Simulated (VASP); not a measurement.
Write the native input for VASP 6.6.1 that does the following.

| Property | Result |
| --- | --- |
| Task | single point |
| Functional | r2SCAN |
| Potentials or basis | VASP PAW PBE potentials, release 64 (Al, N) |
| Cutoff | 520 eV |
| k mesh | 12 × 12 × 6 |
| Occupations | gaussian, width 0.05 eV |
| Spin | no spin polarisation |
| Dipole correction | no |
| Further INCAR settings | ALGO = Normal; EDIFF = 1e-06; NBANDS = 16 |

Crystal: AlN.

```
Al N
1.0
     3.11100    0.00000    0.00000
    -1.55550    2.69421    0.00000
     0.00000    0.00000    4.97800
Al N
2 2
Direct
  0.33333 0.66667 0.00000
  0.66667 0.33333 0.50000
  0.34825 0.88937 0.38500
  0.66667 0.33333 0.88500
```

This cell differs from its parent crystal: atom 3 (N) moved by (-0.300, +0.600) A along x and y.

One way to write it, as run:

POSCAR

```
AlN
1.0
    3.1110021516      0.0000000000      0.0000000000
   -1.5555010758      2.6942068945      0.0000000000
    0.0000000000      0.0000000000      4.9780000000
Al N
2 2
Direct
    0.3333333333      0.6666666667      0.0000000000
    0.6666666667      0.3333333333      0.5000000000
    0.3482514077      0.8893667129      0.3850000000
    0.6666666667      0.3333333333      0.8850000000
```

INCAR.step1

```
ALGO = Normal
EDIFF = 1E-4
ENCUT = 520
GGA = PE
ISMEAR = 0
LASPH = T
LCHARG = F
LREAL = F
LWAVE = T
NBANDS = 16
NELM = 60
PREC = Accurate
SIGMA = 0.05
```

INCAR.step2

```
ALGO = Normal
EDIFF = 1E-6
ENCUT = 520
ISIF = 2
ISMEAR = 0
ISTART = 1
LASPH = T
LCHARG = F
LMIXTAU = T
LREAL = F
LWAVE = F
METAGGA = R2SCAN
NBANDS = 16
NELM = 60
PREC = Accurate
SIGMA = 0.05
```

KPOINTS

```
k-points
0
Gamma
  12 12 6
```

Potentials or basis: VASP PAW PBE potentials, release 64 (Al, N).

Run with:

```sh
$ cat potpaw_PBE.64/Al/POTCAR potpaw_PBE.64/N/POTCAR > POTCAR
$ cp INCAR.step1 INCAR
$ mpirun -np 1 vasp_std > vasp.out
$ cp INCAR.step2 INCAR
$ mpirun -np 1 vasp_std > vasp.out
```

Results of the run:

```yaml
Pressure: 41.0 GPa
Largest_force: 30.805 eV/Å
Band_gap_on_the_k_mesh: 3.79 eV
```

Caveat: the cell differs from its parent crystal (atom 3 (N) moved by (-0.300, +0.600) A along x and y); the cell stands under pressure; the PAW data sets were made with another functional, which shifts forces and pressure a little.

It took 13 min on 1 thread of Intel(R) Xeon(R) Platinum 8259CL CPU @ 2.50GHz (Skylake/Cascade Lake) (shared host), peak memory 0.35 GiB.
